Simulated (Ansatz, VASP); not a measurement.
**C8N: VASP beside Ansatz**

```
C N
1.0
     4.92989    0.00000    0.00000
    -0.00815    4.41330    0.00000
     0.00000    0.00000   23.61503
C N
16 2
Direct
  0.37457 0.74054 0.16938
  0.87457 0.74054 0.16938
  0.12440 0.63660 0.19242
  0.62440 0.63660 0.19242
  0.12405 0.42910 0.23855
  0.62405 0.42910 0.23855
  0.37388 0.32516 0.26158
  0.87388 0.32516 0.26158
  0.37353 0.11265 0.30772
  0.87353 0.11265 0.30772
  0.12336 0.00729 0.32969
  0.62336 0.00729 0.32969
  0.12299 0.78105 0.37561
  0.62299 0.78105 0.37561
  0.37283 0.68268 0.39445
  0.87283 0.68268 0.39445
  0.74783 0.93268 0.50879
  0.74783 0.93268 0.55537
```

Alike in both runs: task single point; functional PBE; dispersion D3(BJ); k mesh 6 × 6 × 1; occupations gaussian, width 0.05 eV; no spin polarisation.

|  | VASP | Ansatz |
| --- | --- | --- |
| version | VASP 6.6.1 | Ansatz 0.2.0 |
| potentials or method | VASP PAW PBE potentials, release 64 (C, N), cutoff 520 eV | scalar-relativistic, plane waves, PAW |
| valence electrons in the cell | 74 | 74 |

Ansatz gave:

| Property | Result |
| --- | --- |
| gap on the k mesh at the Fermi level (eV) | none |
| rms of the force components (eV/Å) | 0.733 |

Question: Estimate VASP's values.

Answer: gap on the k mesh at the Fermi level (eV): none; rms of the force components (eV/Å): 0.830.

Atom by atom the forces differ by 0.346 eV/Å (rms over components). A gap of «none» marks a metal or a gap that the smearing closes.

Noted on VASP's run: the standard files for N, O and F lose accuracy on very short bonds.
